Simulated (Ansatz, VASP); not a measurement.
## Mg: VASP beside Ansatz

The input INCAR:

```
ALGO = Normal
EDIFF = 1E-6
ENCUT = 520
GGA = CA
ISIF = 2
ISMEAR = 0
LASPH = True
LCHARG = False
LREAL = False
LWAVE = False
NBANDS = 7
NELM = 100
PREC = Accurate
SIGMA = 0.15
```

KPOINTS

```
k-points
0
Gamma
  18 18 16
```

The input POSCAR:

```
Mg
1.0
    2.9587908065      0.0000000000      0.0000000000
   -1.4793954033      2.5623880029      0.0000000000
    0.0000000000      0.0000000000      2.9991650064
Mg
1
Direct
    0.0000000000      0.0000000000      0.0000000000
```

Input for Ansatz:

```yaml
crystal:
  lattice:
    - [2.9587908065, 0.0, 0.0]
    - [-1.4793954033, 2.5623880029, 0.0]
    - [0.0, 0.0, 2.9991650064]
  atoms:
    - { symbol: Mg, position: [0.0, 0.0, 0.0] }
basis:
  ecutwfc: 420
kpoints:
  mp_grid: { grid: [18, 18, 16] }
hamiltonian:
  xc: lda
scf:
  occupations: { method: gaussian, width: 0.15 }
output:
  forces: true
  stress: true
  eigenvalues: true
```

Change from the starting cell: strain -0.030 along x and y, -0.015 along z, atoms carried along.

Alike in both runs: task single point; functional LDA; k mesh 18 × 18 × 16; occupations gaussian, width 0.15 eV; no spin polarisation.

|  | VASP | Ansatz |
| --- | --- | --- |
| version | VASP 6.6.1 | Ansatz 0.2.0 |
| potentials or method | VASP PAW LDA potentials, release 64 (Mg), cutoff 520 eV | scalar-relativistic, plane waves, PAW |
| valence electrons in the cell | 2 | 10 |

Ansatz gave:

* gap on the k mesh at the Fermi level (eV): none
* pressure (GPa): 2.1
* traceless stress, the component that is largest in VASP (GPa): -1.56

Problem. What did VASP give for the same quantities?

Solution. gap on the k mesh at the Fermi level (eV): none; pressure (GPa): 1.9; traceless stress, the component that is largest in VASP (GPa): -1.57.

LDA's correlation is that of Perdew and Zunger in VASP and of Perdew and Wang (1992) in Ansatz. A gap of «none» marks a metal or a gap that the smearing closes. VASP's potentials hold 2 valence electrons a cell and Ansatz's 10, so a difference there can come from the potentials and not from the codes.
